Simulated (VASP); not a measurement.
# SnTe (rocksalt type): single point with PBE

The system is SnTe (rocksalt type).

```
Sn Te
1.0
     0.00000    3.20406    3.20406
     3.20406    0.00000    3.20406
     3.20406    3.20406    0.00000
Sn Te
1 1
Direct
  0.00000 0.00000 0.00000
  0.50000 0.50000 0.50000
```

```json
{
 "Program": "VASP 6.6.1",
 "Task": "single point",
 "Functional": "PBE",
 "Potentials or basis": "VASP PAW PBE potentials, release 64 (Sn_d, Te)",
 "Cutoff": "520 eV",
 "k mesh": "12 × 12 × 12",
 "Occupations": "fermi-dirac, width 0.1 eV",
 "Spin": "no spin polarisation",
 "Dipole correction": "no",
 "Further INCAR settings": "ALGO = Normal; EDIFF = 1e-06; NBANDS = 17"
}
```

```json
{
 "Pressure": "0.0 GPa"
}
```

Levels at points of the mesh, in eV from the Fermi level:
| k point | band 7 | band 8 | band 9 | band 10 | band 11 | band 12 | band 13 | band 14 |
| --- | --- | --- | --- | --- | --- | --- | --- | --- |
| (0.00, 0.00, 0.00) | -4.85 | -1.99 | -1.99 | -1.99 | 3.26 | 3.26 | 3.26 | 4.86 |
| (0.50, 0.00, 0.00) | -8.06 | -1.67 | -1.67 | 0.01 | 0.06 | 0.46 | 0.46 | 7.68 |
| (0.50, 0.50, 0.00) | -6.42 | -5.21 | -3.49 | -3.49 | 2.39 | 4.70 | 4.70 | 6.03 |

It took 2 min on 1 thread of AMD EPYC 7R13, with other jobs on the host, peak memory 0.23 GiB.

Caveat: spin-orbit coupling is left out, which moves the levels of the heavy elements.
